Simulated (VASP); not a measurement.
Crystal: KTaO3.

```
K Ta O
1.0
     4.02438    0.00000    0.00000
     0.00000    4.02438    0.00000
     0.00000    0.00000    4.02438
K Ta O
1 1 3
Direct
  0.50000 0.50000 0.50000
  0.00000 0.00000 0.00000
  0.50000 0.00000 0.00000
  0.00000 0.50000 0.00000
  0.00000 0.00000 0.50000
```

* Program: VASP 6.6.1
* Task: relaxation of cell and atoms
* Functional: r2SCAN
* Potentials or basis: VASP PAW PBE potentials, release 64 (K_sv, Ta_pv, O)
* Cutoff: 600 eV
* k mesh: 8 × 8 × 8
* Occupations: gaussian, width 0.02 eV
* Spin: no spin polarisation

At the start: pressure -4.4 GPa; volume 13.04 Å³/atom.

Task: How do energy, volume and symmetry change on relaxing?

Result: Over 3 steps the energy falls by 4.1 meV/atom and the volume is 12.75 Å³/atom (-2.2 %); space group Pm-3m (No. 221, to 0.05 Å).

Step by step:
```csv
step,energy change (eV),largest force (eV/Å),pressure (GPa),volume (Å³)
1,0.0000,0.0000,-4.43,65.18
2,0.0192,0.0000,6.82,61.83
3,-0.0203,0.0000,-0.03,63.75
```

Final structure:
```xyz
5
Lattice="3.9949 0.0000 0.0000 0.0000 3.9949 0.0000 0.0000 0.0000 3.9949" Properties=species:S:1:pos:R:3 pbc="T T T"
K     1.9974    1.9974    1.9974
Ta    0.0000    0.0000    0.0000
O     1.9974    0.0000    0.0000
O     0.0000    1.9974    0.0000
O     0.0000    0.0000    1.9974
```

Caveat: the PAW data sets were made with another functional, which shifts forces and pressure a little.
